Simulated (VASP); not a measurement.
## Ge: single point with r2SCAN

Crystal: Ge.

```
Ge
1.0
     0.00000    2.75828    2.75828
     2.75828    0.00000    2.75828
     2.75828    2.75828    0.00000
Ge
2
Cartesian
  2.7583 2.7583 2.7583
  4.1374 4.1374 4.1374
```

This cell differs from its parent crystal: volume scaled by 0.92.

* Program: VASP 6.6.1
* Task: single point
* Functional: r2SCAN
* Potentials or basis: VASP PAW PBE potentials, release 64 (Ge_d)
* Cutoff: 520 eV
* k mesh: 9 × 9 × 9
* Occupations: fermi-dirac, width 0.05 eV
* Spin: no spin polarisation

```json
{"Pressure": "7.5 GPa", "Band gap on the k mesh": "0.70 eV, indirect (least direct gap 1.16 eV)"}
```

Levels at points of the mesh, in eV from the valence-band top:
| k point | band 12 | band 13 | band 14 | band 15 | band 16 | band 17 |
| --- | --- | --- | --- | --- | --- | --- |
| (0.00, 0.00, 0.00) | 0.00 | 0.00 | 0.00 | 1.16 | 2.74 | 2.74 |

Wall time 2.5 min on 1 thread of AMD EPYC 7R43 64-Core Processor (Zen 3) (shared host), peak memory 0.14 GiB.

Caveat: the PAW data sets were made with another functional, which shifts forces and pressure a little. A k mesh can miss the band edges.
